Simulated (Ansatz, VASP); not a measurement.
**Ti3O: VASP beside Ansatz**

The input INCAR:

```
  PREC = Accurate
  ENCUT = 520
  EDIFF = 1E-6
  ISMEAR = 0
  SIGMA = 0.1
  LREAL = False
  LASPH = True
  NELM = 100
  ALGO = Normal
  ISIF = 2
  LWAVE = False
  LCHARG = False
  GGA = PS
  NBANDS = 52
```

KPOINTS

```
regular mesh
0
Gamma
  12 12 8
```

POSCAR

```
Ti3O
1.0
    5.1268456201      0.0000000000      0.0000000000
   -2.5634228101      4.4399785483      0.0000000000
    0.0000000000      0.0000000000      4.9111880000
Ti O
6 2
Direct
    0.0000000000      0.6702930000      0.7500000000
    0.0000000000      0.3297070000      0.2500000000
    0.6702930000      0.0000000000      0.7500000000
    0.6702930000      0.6702930000      0.2500000000
    0.3297070000      0.3297070000      0.7500000000
    0.3297070000      0.0000000000      0.2500000000
    0.0000000000      0.0000000000      0.5000000000
    0.0000000000      0.0000000000      0.0000000000
```

Input for Ansatz:

```yaml
crystal:
  lattice:
    - [5.1268456201, 0.0, 0.0]
    - [-2.5634228101, 4.4399785483, 0.0]
    - [0.0, 0.0, 4.911188]
  atoms:
    - { symbol: Ti, position: [0.0, 0.670293, 0.75] }
    - { symbol: Ti, position: [0.0, 0.329707, 0.25] }
    - { symbol: Ti, position: [0.670293, 0.0, 0.75] }
    - { symbol: Ti, position: [0.670293, 0.670293, 0.25] }
    - { symbol: Ti, position: [0.329707, 0.329707, 0.75] }
    - { symbol: Ti, position: [0.329707, 0.0, 0.25] }
    - { symbol: O, position: [0.0, 0.0, 0.5] }
    - { symbol: O, position: [0.0, 0.0, 0.0] }
basis:
  ecutwfc: 420
kpoints:
  mp_grid: { grid: [12, 12, 8] }
hamiltonian:
  xc: pbesol
scf:
  occupations: { method: gaussian, width: 0.1 }
output:
  forces: true
  stress: true
  eigenvalues: true
  populations: true
  write_density: true
  write_potential: true
  elf: true
  volumetric_format: npy
```

Alike in both runs: task single point; functional PBEsol; k mesh 12 × 12 × 8; occupations gaussian, width 0.1 eV; no spin polarisation.

|  | VASP | Ansatz |
| --- | --- | --- |
| version | VASP 6.6.1 | Ansatz 0.2.0 |
| potentials or method | VASP PAW PBE potentials, release 64 (Ti_sv, O), cutoff 520 eV | scalar-relativistic, plane waves, PAW |
| valence electrons in the cell | 84 | 84 |

Ansatz gave:

| Property | Result |
| --- | --- |
| gap on the k mesh at the Fermi level (eV) | none |
| pressure (GPa) | -6.1 |
| traceless stress, the component that is largest in VASP (GPa) | -0.27 |
| rms of the force components (eV/Å) | 0.159 |

Which values does VASP return?

gap on the k mesh at the Fermi level (eV): none; pressure (GPa): -5.9; traceless stress, the component that is largest in VASP (GPa): -0.20; rms of the force components (eV/Å): 0.133.

VASP's potentials were made for PBE, not for PBEsol. Atom by atom the forces differ by 0.025 eV/Å (rms over components). A gap of «none» marks a metal or a gap that the smearing closes. The functional is the same, so the differences come from potentials, cutoffs and numerics.
